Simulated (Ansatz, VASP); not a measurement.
One calculation of HfN, two programs

```
Hf N
1.0
     0.00000    2.43972    2.43972
     2.43972    0.00000    2.43972
     2.43972    2.43972    0.00000
Hf N
1 1
Direct
  0.00000 0.00000 0.00000
  0.50000 0.50000 0.50000
```

Change from the starting cell: strain +0.080 along x and y, +0.080 along z, atoms carried along.

Alike in both runs: task single point; functional PBEsol; k mesh 18 × 18 × 18; occupations gaussian, width 0.15 eV; no spin polarisation.

```csv
,VASP,Ansatz
version,VASP 6.6.1,Ansatz 0.2.0
potentials or method,"VASP PAW PBE potentials, release 64 (Hf_pv, N), cutoff 520 eV","scalar-relativistic, plane waves, PAW"
valence electrons in the cell,15,31
```

VASP gave:

- gap on the k mesh at the Fermi level (eV): none
- pressure (GPa): -42.2

Task: Which values does Ansatz return?

Result: gap on the k mesh at the Fermi level (eV): none; pressure (GPa): -40.7.

VASP's potentials were made for PBE, not for PBEsol. A gap of «none» marks a metal or a gap that the smearing closes. Both programs put the cell under strong tension, so it lies far from rest at this level. VASP's potentials hold 15 valence electrons a cell and Ansatz's 31, so a difference there can come from the potentials and not from the codes.

Neither program's run includes spin-orbit coupling. Noted on VASP's run: the cell as given lies far from equilibrium.
